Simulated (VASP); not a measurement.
Write the native input for VASP 6.6.1 that does the following.

- Task: single point
- Functional: PBEsol
- Potentials or basis: VASP PAW PBE potentials, release 64 (W_sv, C)
- Cutoff: 520 eV
- k mesh: 6 × 6 × 5, shifted
- Occupations: fermi-dirac, width 0.1 eV
- Spin: no spin polarisation
- Dipole correction: no
- Further INCAR settings: ALGO = Normal; EDIFF = 1e-07; NBANDS = 16

The structure of WC (Qusongite) lies in POSCAR:

```
WC
1.0
    2.9065000000      0.0000000000      0.0000000000
   -1.4532500000      2.5171030000      0.0000000000
    0.0000000000      0.0000000000      2.8366000000
W C
1 1
Direct
    0.0150000000      0.0000000000      0.0000000000
    0.6666666667      0.3333333333      0.5000000000
```

These files were run (other wordings do the same):

INCAR

```
PREC = Accurate ; ENCUT = 520
EDIFF = 1E-7 ; ISMEAR = -1
SIGMA = 0.1 ; LREAL = False
LASPH = True ; NELM = 60
ALGO = Normal ; ISIF = 2
LWAVE = False ; LCHARG = True
GGA = PS ; LELF = True
LVHAR = True ; NBANDS = 16
```

KPOINTS

```
Automatic mesh
0
Gamma
  6 6 5
  0.5 0.5 0
```

Potentials or basis: VASP PAW PBE potentials, release 64 (W_sv, C).

Launch:

```sh
$ cat potpaw_PBE.64/W_sv/POTCAR potpaw_PBE.64/C/POTCAR > POTCAR
$ mpirun -np 1 vasp_std > vasp.out
```

It gave:

The pressure is -1.7 GPa, the largest force is 0.693 eV/Å and the band gap on the k mesh is zero (band 9 reaches 11.31 eV, above the bottom of band 10 at 10.63 eV).

Caveat: the k points lie up to 0.44 Å⁻¹ apart; the PAW data sets were made with another functional, which shifts forces and pressure a little; spin-orbit coupling is left out, which moves the levels of the heavy elements.

Run time: 30 s on 1 thread of Intel(R) Xeon(R) Platinum 8488C (Sapphire Rapids) (shared host), peak memory 0.18 GiB.
